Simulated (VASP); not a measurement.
Set up this calculation in VASP 6.6.1, as the native input.

* Task: electric field gradients
* Functional: r2SCAN
* Potentials or basis: VASP PAW PBE potentials, release 64 (Sn_d)
* Cutoff: 520 eV
* k mesh: 12 × 12 × 12
* Occupations: fermi-dirac, width 0.05 eV
* Spin: no spin polarisation
* Dipole correction: no
* Further INCAR settings: ALGO = Normal; EDIFF = 1e-08; NBANDS = 21

Crystal: Sn.

```xyz
2
Lattice="-2.9401 2.9401 1.5993 2.9401 -2.9401 1.5993 2.9401 2.9401 -1.5993" Properties=species:S:1:pos:R:3 pbc="T T T"
Sn    0.0000    2.9401    0.7997
Sn    0.0000    0.0000    0.0000
```

These files were run (other wordings do the same):

POSCAR

```
Sn
1.0
   -2.9401404553      2.9401404553      1.5993019889
    2.9401404553     -2.9401404553      1.5993019889
    2.9401404553      2.9401404553     -1.5993019889
Sn
2
Direct
    0.7500000000      0.2500000000      0.5000000000
    0.0000000000      0.0000000000      0.0000000000
```

INCAR.step1

```
SYSTEM = Sn
ALGO = Normal
EDIFF = 1E-4
ENCUT = 520
GGA = PE
ISMEAR = -1
LASPH = .TRUE.
LCHARG = .FALSE.
LREAL = .FALSE.
LWAVE = .TRUE.
NBANDS = 21
NELM = 100
PREC = Accurate
SIGMA = 0.05
```

INCAR.step2

```
SYSTEM = Sn
ALGO = Normal
EDIFF = 1E-8
ENCUT = 520
ISIF = 2
ISMEAR = -1
ISTART = 1
LASPH = .TRUE.
LCHARG = .FALSE.
LEFG = .TRUE.
LMIXTAU = .TRUE.
LREAL = .FALSE.
LWAVE = .FALSE.
METAGGA = R2SCAN
NBANDS = 21
NELM = 100
PREC = Accurate
SIGMA = 0.05
```

KPOINTS

```
k-points
0
G
  12 12 12
  0 0 0
```

Potentials or basis: VASP PAW PBE potentials, release 64 (Sn_d).

Launch:

```bash
$ cat potpaw_PBE.64/Sn_d/POTCAR > POTCAR
$ cp INCAR.step1 INCAR
$ mpirun -np 1 vasp_std > vasp.out
$ cp INCAR.step2 INCAR
$ mpirun -np 1 vasp_std > vasp.out
```

Results of the run:

```
Pressure                                : -0.2 GPa
Band gap on the k mesh                  : zero (bands 14 and 15 overlap by 4.27 eV)
Largest electric field gradient by atom : Sn +40.6 V/Å²
```

Caveat: without QUAD_EFG the Cq values of the log hold for a quadrupole moment of 1 mb, not for the nuclei; the PAW data sets were made with another functional, which shifts forces and pressure a little; spin-orbit coupling is left out, which moves the levels of the heavy elements.

Run time: 12 min on 1 thread of AMD EPYC 9R45 96-Core Processor (Zen 5), on a shared host, peak memory 0.29 GiB.
